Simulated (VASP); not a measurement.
# Ir (Im-3m) in VASP: further runs

The runs below take Ir through single point, relaxation of cell and atoms, with r2SCAN.

Everything below comes from runs of VASP 6.6.1. Logs are shortened: lines on timing, memory, paths and dates and some standing lists are left out, and cuts for length are marked.

### Step 1. The cell of the first run

The structure is cubic, space group Im-3m (No. 229). Conventional cell: a = 3.089 Å, b = 3.089 Å, c = 3.089 Å, α = 90.00°, β = 90.00°, γ = 90.00°. Within 3.5 Å of Ir (site symmetry m-3m) lie 14 Ir at 2.68 to 3.09 Å.

### Step 2. Single point, r2SCAN

POSCAR

```
Ir
1.0
   -1.5445120434      1.5445120434      1.5445120434
    1.5445120434     -1.5445120434      1.5445120434
    1.5445120434      1.5445120434     -1.5445120434
Ir
1
Direct
    0.0000000000      0.0000000000      0.0000000000
```

INCAR.step1

```
PREC = Accurate
ENCUT = 520
ISMEAR = 0
SIGMA = 0.1
LREAL = F
LASPH = T
NELM = 60
NBANDS = 10
GGA = PE
ALGO = Normal
EDIFF = 1E-4
LWAVE = T
LCHARG = F
```

INCAR.step2

```
PREC = Accurate
ENCUT = 520
EDIFF = 1E-6
ISMEAR = 0
SIGMA = 0.1
LREAL = F
LASPH = T
NELM = 60
ALGO = Normal
ISIF = 2
LWAVE = F
LCHARG = F
METAGGA = R2SCAN
LMIXTAU = T
NBANDS = 10
ISTART = 1
```

KPOINTS

```
regular mesh
0
Gamma
  8 8 8
```

Potentials or basis: VASP PAW PBE potentials, release 64 (Ir).

On the command line:

```sh
cat potpaw_PBE.64/Ir/POTCAR > POTCAR
cp INCAR.step1 INCAR
mpirun -np 1 vasp_std > vasp.out
cp INCAR.step2 INCAR
mpirun -np 1 vasp_std > vasp.out
```

OUTCAR:

```text
PREC = Accurate
   ENCUT = 520
   EDIFF = 1E-6
   ISMEAR = 0
   LREAL = F
   LASPH = T
   NELM = 60
   ISIF = 2
   METAGGA = R2SCAN
   ISTART = 1

 ion  position               nearest neighbor table
   1  0.000  0.000  0.000-

  LATTYP: Found a body centered cubic cell.
 ALAT       =     3.0890240868

  Lattice vectors:

 A1 = (  -1.5445120434,   1.5445120434,   1.5445120434)
 A2 = (   1.5445120434,  -1.5445120434,   1.5445120434)
 A3 = (   1.5445120434,   1.5445120434,  -1.5445120434)

Analysis of symmetry for initial positions (statically):
=====================================================================
 Subroutine PRICEL returns:
 Original cell was already a primitive cell.

 Routine SETGRP: Setting up the symmetry group for a
 body centered cubic supercell.

 Subroutine GETGRP returns: Found 48 space group operations
 (whereof 48 operations were pure point group operations)
 out of a pool of 48 trial point group operations.

The static configuration has the point symmetry O_h .

Analysis of symmetry for dynamics (positions and initial velocities):
=====================================================================
 Subroutine PRICEL returns:
 Original cell was already a primitive cell.

 Routine SETGRP: Setting up the symmetry group for a
 body centered cubic supercell.

 Subroutine GETGRP returns: Found 48 space group operations
 (whereof 48 operations were pure point group operations)
 out of a pool of 48 trial point group operations.

The dynamic configuration has the point symmetry O_h .

 Subroutine INISYM returns: Found 48 space group operations
 (whereof 48 operations are pure point group operations),
 and found     1 'primitive' translations

----------------------------------------------------------------------------------------

                                     Primitive cell

  volume of cell :      14.7378

  direct lattice vectors                    reciprocal lattice vectors
    -1.544512043  1.544512043  1.544512043     0.000000000  0.323726838  0.323726838
     1.544512043 -1.544512043  1.544512043     0.323726838  0.000000000  0.323726838
     1.544512043  1.544512043 -1.544512043     0.323726838  0.323726838  0.000000000

  length of vectors
     2.675173332  2.675173332  2.675173332     0.457818885  0.457818885  0.457818885

  position of ions in fractional coordinates (direct lattice)
     0.000000000  0.000000000  0.000000000

  ion indices of the primitive-cell ions
   primitive index   ion index
                 1           1

----------------------------------------------------------------------------------------

 KPOINTS: regular mesh

Automatic generation of k-mesh.
 Grid dimensions read from file:
 generate k-points for:    8    8    8

 Generating k-lattice:

  Cartesian coordinates                     Fractional coordinates (reciprocal lattice)
     0.000000000  0.040465855  0.040465855     0.125000000  0.000000000  0.000000000
     0.040465855  0.000000000  0.040465855     0.000000000  0.125000000  0.000000000
     0.040465855  0.040465855  0.000000000     0.000000000  0.000000000  0.125000000

  Length of vectors
     0.057227361  0.057227361  0.057227361

  Shift w.r.t. Gamma in fractional coordinates (k-lattice)
     0.000000000  0.000000000  0.000000000

 Subroutine IBZKPT returns following result:
 ===========================================

 Found     29 irreducible k-points:

 Following reciprocal coordinates:
            Coordinates               Weight
  0.000000  0.000000  0.000000      1.000000
  0.125000  0.000000  0.000000     12.000000
  0.250000  0.000000  0.000000     12.000000
  0.375000  0.000000  0.000000     12.000000
  0.500000  0.000000  0.000000      6.000000
  0.125000  0.125000  0.000000     24.000000
[... 16 lines left out ...]
 -0.250000  0.250000  0.250000      6.000000
 -0.375000  0.375000  0.250000     24.000000
 [... further k-points ...]
   k-points           NKPTS =     29   k-points in BZ     NKDIM =     29   number of bands    NBANDS=     10
   number of dos      NEDOS =    301   number of ions     NIONS =      1
   total plane-waves  NPLWV =   8000
   dimension x,y,z NGX =    20 NGY =   20 NGZ =   20
   dimension x,y,z NGXF=    40 NGYF=   40 NGZF=   40
   ions per type =               1
   NGX,Y,Z   is equivalent  to a cutoff of  12.43, 12.43, 12.43 a.u.
   NGXF,Y,Z  is equivalent  to a cutoff of  24.86, 24.86, 24.86 a.u.
 SYSTEM =  unknown system
   PREC   = accura    normal or accurate (medium, high low for compatibility)
   ISTART =      1    job   : 0-new  1-cont  2-samecut
   ICHARG =      0    charge: 1-file 2-atom 10-const
   ISPIN  =      1    spin polarized calculation?
   LNONCOLLINEAR =      F non collinear calculations
   LSORBIT =      F    spin-orbit coupling
   LASPH  =      T    aspherical Exc in radial PAW
   ENCUT  =  520.0 eV  38.22 Ry    6.18 a.u.   4.97  4.97  4.97*2*pi/ulx,y,z
   NELM   =     60;   NELMIN=  2; NELMDL=  0     # of ELM steps
   EDIFF  = 0.1E-05   stopping-criterion for ELM
   LREAL  =      F    real-space projection
   EDIFFG = 0.1E-04   stopping-criterion for IOM
   NSW    =      0    number of steps for IOM
   IBRION =     -1    ionic relax: 0-MD 1-quasi-New 2-CG
   NFREE  =      0    steps in history (QN), initial steepest desc. (CG)
   ISIF   =      2    stress and relaxation
   ISYM   =      2    0-nonsym 1-usesym 2-fastsym
   POTIM  = 0.5000    time-step for ionic-motion
   TEBEG  =    0.0;   TEEND  =   0.0 temperature during run
   PSTRESS=    0.0 pullay stress
   NELECT =       9.0000    total number of electrons
   NUPDOWN=      -1.0000    fix difference up-down
   EMIN   =  10.00;   EMAX   =-10.00  energy-range for DOS
   EFERMI =   0.00;   METHOD = LEGACY
   ISMEAR =     0;   SIGMA  =   0.10  broadening in eV -4-tet -1-fermi 0-gaus
   EFERMI_NEDOS =   21; number of points for ismear=-14 and -15
   IALGO  =     38    algorithm
   IMIX   =      4    mixing-type and parameters
     AMIX     =   0.40;   BMIX     =  1.00
     AMIX_MAG =   1.60;   BMIX_MAG =  1.00
  volume/ion in A,a.u.               =      14.74        99.46
  Fermi-wavevector in a.u.,A,eV,Ry     =   1.388922  2.624681 26.247039  1.929103
  Thomas-Fermi vector in A             =   2.513001
   LORBIT       =      0    0 simple, 1 ext, 2 COOP (PROOUT), +10 PAW based schemes
   METAGGA = R2SCAN    functional components
   LHFCALC =     F    Hartree Fock is set to
   AEXX    =    0.0000 exact exchange contribution
   IVDW    =     0    specifies the selected vdW correction
   LEPSILON=     F    determine dielectric tensor
   LRPA    =     F    only Hartree local field effects (RPA)
 non-spin polarized calculation
 Gauss-broadening in eV      SIGMA  =   0.10
  energy-cutoff  :      520.00
  volume of cell :       14.74
 maximum number of plane-waves:       420
   NGX =  9   NGY =  9   NGZ =  9

 number of electron       9.0000001 magnetization

 Free energy of the ion-electron system (eV)
  ---------------------------------------------------
  ext. energy  EPLUGINS =         0.00000000
  ---------------------------------------------------
  free energy    TOTEN  =       -51.67559629 eV

  energy without entropy =      -51.66187808  energy(sigma->0) =      -51.66873719

 E-fermi :   9.2384     XC(G=0): -15.0176

 val. band max:        9.2370719652   @ k =   0.2500   0.2500   0.1250
 cond. band min:       9.2654869005   @ k =   0.5000   0.0000   0.0000
 fundamental gap:      0.0284149353
 Fermi energy:         9.2383860272

 k-point     1 :       0.0000    0.0000    0.0000
  band No.  band energies     occupation
      1      -1.5752      2.00000
      2       5.6327      2.00000
      3       5.6327      2.00000
      4       5.6327      2.00000
      5       8.6849      2.00000
      6       8.6849      2.00000
      7      27.1598      0.00000
      8      27.1598      0.00000
      9      27.1598      0.00000
     10      38.2316      0.00000

 k-point     2 :       0.1250    0.0000    0.0000
  band No.  band energies     occupation
      1      -0.8602      2.00000
      2       5.3161      2.00000
      3       5.5931      2.00000
      4       6.2707      2.00000
      5       8.3232      2.00000
      6       8.7124      2.00000
      7      27.4254      0.00000
      8      27.7725      0.00000
      9      28.2681      0.00000
     10      34.5855      0.00000

 k-point     3 :       0.2500    0.0000    0.0000
  band No.  band energies     occupation
      1       0.8134      2.00000
      2       4.6214      2.00000
      3       5.5307      2.00000
      4       8.0336      2.00000
      5       8.1588      2.00000
      6       8.8384      2.00000
      7      25.5922      0.00000
      8      26.2699      0.00000
      9      31.1843      0.00000
     10      33.6968      0.00000

 k-point     4 :       0.3750    0.0000    0.0000
  band No.  band energies     occupation
      1       1.6710      2.00000
      2       4.0042      2.00000
      3       7.0538      2.00000
      4       8.5778      2.00000
      5       9.0601      1.98832
      6      10.3193      0.00000
      7      20.4961      0.00000
      8      24.0066      0.00000
      9      29.0370      0.00000
     10      34.7521      0.00000
[... 222 lines left out ...]
 k-point    22 :       0.2500    0.2500    0.2500
  band No.  band energies     occupation
      1       4.4977      2.00000
      2       4.4977      2.00000
      3       4.4977      2.00000
      4       9.2843      0.51654
      5       9.2843      0.51654
      6      15.1350      0.00000
      7      20.1035      0.00000
      8      20.1035      0.00000
      9      20.1035      0.00000
     10      39.3560      0.00000

 k-point    23 :      -0.2500    0.2500    0.2500
  band No.  band energies     occupation
      1       2.7890      2.00000
      2       4.8332      2.00000
      3       6.4855      2.00000
      4       6.4855      2.00000
      5       7.9089      2.00000
      6       9.9660      0.00000
      7      25.1491      0.00000
      8      27.9267      0.00000
      9      27.9267      0.00000
     10      28.8801      0.00000

 k-point    24 :      -0.3750    0.3750    0.2500
  band No.  band energies     occupation
      1       3.2996      2.00000
      2       3.9498      2.00000
      3       6.4958      2.00000
      4       7.2952      2.00000
      5       9.8572      0.00000
      6      11.6672      0.00000
      7      21.7509      0.00000
      8      24.6608      0.00000
      9      26.8389      0.00000
     10      30.0854      0.00000

 [... further k-points ...]
[... 5 lines left out ...]
  --------------------------------------------------------------------------------------
  -------------------------------------------------------------------------------------
  Total        0.1991880      0.1991880      0.1991880     -0.0000000      0.0000000     -0.0000000
  in kB       21.6540888     21.6540888     21.6540888     -0.0000000      0.0000000     -0.0000000
  external PRESSURE =      21.6540888 kB  Pullay stress =       0.0000000 kB

 VOLUME and BASIS-vectors are now :
 -----------------------------------------------------------------------------
  energy-cutoff  :      520.00
  volume of cell :       14.74
      direct lattice vectors                 reciprocal lattice vectors
    -1.544512043  1.544512043  1.544512043     0.000000000  0.323726838  0.323726838
     1.544512043 -1.544512043  1.544512043     0.323726838  0.000000000  0.323726838
     1.544512043  1.544512043 -1.544512043     0.323726838  0.323726838  0.000000000

 POSITION                                       TOTAL-FORCE (eV/Angst)
 -----------------------------------------------------------------------------------
      0.00000      0.00000      0.00000        -0.000000      0.000000      0.000000
 -----------------------------------------------------------------------------------
    total drift:                                0.000000     -0.000000      0.000000

  FREE ENERGIE OF THE ION-ELECTRON SYSTEM (eV)
  ---------------------------------------------------
  free  energy   TOTEN  =       -51.6755962869 eV

  energy  without entropy=      -51.6618780844  energy(sigma->0) =      -51.66873719
```

Run time: 31 s. Hardware: 1 thread of AMD EPYC 7R13, shared host; peak memory 0.1 GiB.

What came out:

* Free energy: -51.6756 eV
* Pressure: 2.2 GPa

Caveat: the PAW data sets were made with another functional, which shifts forces and pressure a little; spin-orbit coupling is left out, which moves the levels of the heavy elements.

(Part 1 of 2 ends here.)
